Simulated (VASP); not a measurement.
## CaSn3N2: single point with PBE

CaSn3N2:

```xyz
6
Lattice="6.3646 0.0000 0.0000 -3.1823 5.5119 0.0000 0.0000 0.0000 3.3756" Properties=species:S:1:pos:R:3 pbc="T T T"
Ca    0.0000    0.0000    1.6878
Sn   -1.5911    2.7559    0.0000
Sn    3.1823    0.0000    0.0000
Sn    1.5911    2.7559    0.0000
N     0.0000    3.6746    1.6878
N     3.1823    1.8373    1.6878
```

The cell was generated, and may not be a known phase.

```
Program             : VASP 6.6.1
Task                : single point
Functional          : PBE
Potentials or basis : VASP PAW PBE potentials, release 64 (Ca_sv, Sn_d, N)
Cutoff              : 520 eV
k mesh              : 3 × 3 × 6
Occupations         : gaussian, width 0.1 eV
Spin                : no spin polarisation
```

```yaml
Pressure: -0.1 GPa
Band_gap_on_the_k_mesh: zero (bands 31 and 32 overlap by 1.25 eV)
```

Levels at points of the mesh, in eV from the Fermi level:
```tsv
k point	band 28	band 29	band 30	band 31	band 32	band 33	band 34	band 35
(0.00, 0.00, 0.00)	-1.59	-0.19	-0.19	0.35	0.40	1.30	1.30	2.87
(0.00, 0.00, 0.50)	-2.04	-2.04	-1.91	-1.91	-0.61	0.13	3.19	3.19
```

Wall time 37 s on 1 thread of AMD EPYC 9R45 96-Core Processor (Zen 5), on a shared host, peak memory 0.23 GiB.

Caveat: the k points lie up to 0.38 Å⁻¹ apart, too coarse for converged energies and pressures of a metal; spin-orbit coupling is left out, which moves the levels of the heavy elements.
